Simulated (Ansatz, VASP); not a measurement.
## One calculation of HfO2, two programs

Contents of INCAR:

```
  PREC = Accurate
  ENCUT = 520
  EDIFF = 1E-7
  ISMEAR = 0
  SIGMA = 0.05
  LREAL = F
  LASPH = T
  NELM = 60
  ALGO = Normal
  ISIF = 2
  LWAVE = F
  LCHARG = F
  GGA = PE
  NBANDS = 31
```

The input KPOINTS:

```
regular mesh
0
Gamma
  6 6 8
```

POSCAR

```
HfO2
1.0
    4.8812946518      0.0000000000      0.0000000000
    0.0000000000      4.8812946518      0.0000000000
    0.0000000000      0.0000000000      3.2380276120
Hf O
2 4
Direct
   -0.0749653085     -0.0749653085     -0.0532731714
    0.5000000000      0.5000000000      0.5000000000
    0.1948368017      0.8051631983      0.5000000000
    0.3051631983      0.3051631983      0.0000000000
    0.6948368017      0.6948368017      0.0000000000
    0.8051631983      0.1948368017      0.5000000000
```

Input for Ansatz:

```yaml
crystal:
  lattice:
    - [4.8812946518, 0.0, 0.0]
    - [0.0, 4.8812946518, 0.0]
    - [0.0, 0.0, 3.238027612]
  atoms:
    - { symbol: Hf, position: [-0.0749653085, -0.0749653085, -0.0532731714] }
    - { symbol: Hf, position: [0.5, 0.5, 0.5] }
    - { symbol: O, position: [0.1948368017, 0.8051631983, 0.5] }
    - { symbol: O, position: [0.3051631983, 0.3051631983, 0.0] }
    - { symbol: O, position: [0.6948368017, 0.6948368017, 0.0] }
    - { symbol: O, position: [0.8051631983, 0.1948368017, 0.5] }
basis:
  ecutwfc: 420
kpoints:
  mp_grid: { grid: [6, 6, 8] }
hamiltonian:
  xc: pbe
  pseudopotentials: { kind: paw, azcp: { folder: soft_1 } }
scf:
  occupations: { method: gaussian, width: 0.05 }
output:
  forces: true
  stress: true
  eigenvalues: true
```

Alike in both runs: task single point; functional PBE; k mesh 6 × 6 × 8; occupations gaussian, width 0.05 eV; no spin polarisation.

```csv
,VASP,Ansatz
version,VASP 6.6.1,Ansatz 0.2.0
potentials or method,"VASP PAW PBE potentials, release 64 (Hf_pv, O), cutoff 520 eV","scalar-relativistic, plane waves, PAW"
valence electrons in the cell,44,76
```

```csv
,VASP,Ansatz,Ansatz less VASP
gap on the k mesh at the Fermi level (eV),2.24,2.28,+0.044
least direct gap on the mesh (eV),2.24,2.28,+0.044
pressure (GPa),19.4,21.7,+2.25
"traceless stress, the component that is largest in VASP (GPa)",36.99,36.84,-0.146
rms of the force components (eV/Å),7.082,7.043,-0.0388
```

Atom by atom the forces differ by 0.055 eV/Å (rms over components). With one functional, cell and mesh, what is left measures potentials, basis and numerics. VASP's potentials hold 44 valence electrons a cell and Ansatz's 76, so a difference there can come from the potentials and not from the codes.

Spin-orbit coupling is off throughout.
